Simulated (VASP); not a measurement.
InO: single point with PBE

The system is InO, a slab with vacuum.

```
CELL_PARAMETERS angstrom
3.45361 0.00000 0.00000
-1.72681 2.99092 0.00000
0.00000 0.00000 15.87710
ATOMIC_POSITIONS crystal
In 0.66667 0.33333 0.59002
In 0.66667 0.33333 0.40998
O 0.00000 0.00000 0.63987
O 0.00000 0.00000 0.36013
```

```
Program             : VASP 6.6.1
Task                : single point
Functional          : PBE
Potentials or basis : VASP PAW PBE potentials, release 64 (In_d, O)
Cutoff              : 520 eV
k mesh              : 12 × 12 × 2
Occupations         : gaussian, width 0.03 eV
Spin                : no spin polarisation
```

The largest force is 0.012 eV/Å and the band gap on the k mesh is 0.36 eV (least direct gap 1.09 eV).

Forces in eV/Å, atoms in the order of the input:
```
In   0.000  0.000  0.009
In   0.000  0.000 -0.009
O    0.000  0.000 -0.012
O    0.000  0.000  0.012
```

Levels at points of the mesh, in eV from the valence-band top:
```
           k point  band 15  band 16  band 17  band 18  band 19  band 20  band 21  band 22  band 23  band 24
(0.00, 0.00, 0.00)    -1.71    -1.71    -1.68    -1.68    -0.73     0.36     3.27     6.16     6.18     8.09
(0.50, 0.00, 0.00)    -2.60    -2.59    -2.50    -1.96    -0.23     2.31     4.14     5.37     6.85     8.24
(0.00, 0.00, 0.50)    -1.71    -1.71    -1.68    -1.68    -0.73     0.36     3.27     5.92     6.63     7.33
(0.50, 0.00, 0.50)    -2.60    -2.59    -2.50    -1.96    -0.23     2.31     4.14     5.37     6.86     8.24
```

It took 2.1 min on 1 thread of AMD EPYC 9R45 96-Core Processor (Zen 5), with other jobs on the host, peak memory 0.34 GiB.

Caveat: spin-orbit coupling is left out, which moves the levels of the heavy elements.
